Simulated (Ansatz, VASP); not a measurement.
BeCd2S3 in VASP and in Ansatz

Contents of INCAR:

```
  PREC = Accurate
  ENCUT = 520
  EDIFF = 1E-7
  ISMEAR = 0
  SIGMA = 0.1
  LREAL = False
  LASPH = True
  NELM = 60
  ALGO = Normal
  ISIF = 2
  LWAVE = False
  LCHARG = False
  GGA = PE
  NBANDS = 31
```

Contents of KPOINTS:

```
Automatic mesh
0
Gamma
  6 6 2
```

Contents of POSCAR:

```
BeCd2S3
1.0
    4.4825269500      0.0000000000      0.0000000000
   -2.2412634700      3.8819822100      0.0000000000
    0.0000000000      0.0000000000      8.1160959600
Be Cd S
1 2 3
Direct
    0.0000000000      0.0000000000      0.4425637300
    0.0000000000      0.0000000000      0.8303825000
    0.0000000000      0.0000000000      0.0706205000
    0.3333333300      0.6666666700      0.8535468400
    0.6666666700      0.3333333300      0.8535468400
    0.0000000000      0.0000000000      0.6167539400
```

Input for Ansatz:

```yaml
crystal:
  lattice:
    - [4.48252695, 0.0, 0.0]
    - [-2.24126347, 3.88198221, 0.0]
    - [0.0, 0.0, 8.11609596]
  atoms:
    - { symbol: Be, position: [0.0, 0.0, 0.44256373] }
    - { symbol: Cd, position: [0.0, 0.0, 0.8303825] }
    - { symbol: Cd, position: [0.0, 0.0, 0.0706205] }
    - { symbol: S, position: [0.33333333, 0.66666667, 0.85354684] }
    - { symbol: S, position: [0.66666667, 0.33333333, 0.85354684] }
    - { symbol: S, position: [0.0, 0.0, 0.61675394] }
basis:
  ecutwfc: 420
kpoints:
  mp_grid: { grid: [6, 6, 2] }
hamiltonian:
  xc: pbe
scf:
  occupations: { method: gaussian, width: 0.1 }
  lower_state_search: "off"
output:
  forces: true
  stress: true
  eigenvalues: true
```

Alike in both runs: task single point; functional PBE; k mesh 6 × 6 × 2; occupations gaussian, width 0.1 eV; no spin polarisation.

```csv
,VASP,Ansatz
version,VASP 6.6.1,Ansatz 0.2.0
potentials or method,"VASP PAW PBE potentials, release 64 (Be, Cd, S), cutoff 520 eV","scalar-relativistic, plane waves, PAW"
valence electrons in the cell,44,60
```

|  | VASP | Ansatz | Ansatz less VASP |
| --- | --- | --- | --- |
| gap on the k mesh at the Fermi level (eV) | none | none | - |
| rms of the force components (eV/Å) | 8.053 | 7.755 | -0.2983 |

Atom by atom the forces differ by 0.354 eV/Å (rms over components). A gap of «none» marks a metal or a gap that the smearing closes. VASP's potentials hold 44 valence electrons a cell and Ansatz's 60, so a difference there can come from the potentials and not from the codes.

The k mesh is coarse, so the values compare programs but aren't converged.
